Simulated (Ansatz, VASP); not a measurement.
# Two plane-wave programs on PtSe2

```
CELL_PARAMETERS angstrom
4.74704 0.00000 0.00000
0.00000 4.74704 0.00000
0.00000 0.00000 3.77900
ATOMIC_POSITIONS crystal
Pt 0.50000 0.50000 0.00000
Se 0.00000 0.00000 0.26803
Se 0.00000 0.00000 0.73197
```

Alike in both runs: task single point; functional PBE; k mesh 4 × 4 × 4; occupations gaussian, width 0.1 eV; collinear spin.

```csv
,VASP,Ansatz
version,VASP 6.6.1,Ansatz 0.2.0
potentials or method,"VASP PAW PBE potentials, release 64 (Pt, Se), cutoff 520 eV","scalar-relativistic, plane waves, PAW"
valence electrons in the cell,22,50
```

```tsv
	VASP	Ansatz	Ansatz less VASP
gap on the k mesh at the Fermi level (eV)	none	none	-
rms of the force components (eV/Å)	7.789	7.263	-0.5253
net moment per atom (μB)	0.01	0.00	-0.006
```

Atom by atom the forces differ by 0.525 eV/Å (rms over components). A gap of «none» marks a metal or a gap that the smearing closes. With one functional, cell and mesh, what is left measures potentials, basis and numerics. VASP's potentials hold 22 valence electrons a cell and Ansatz's 50, so a difference there can come from the potentials and not from the codes. Ansatz's warnings: seeded moment not kept.

The k mesh is coarse, so the values compare programs but aren't converged. Neither program's run includes spin-orbit coupling.
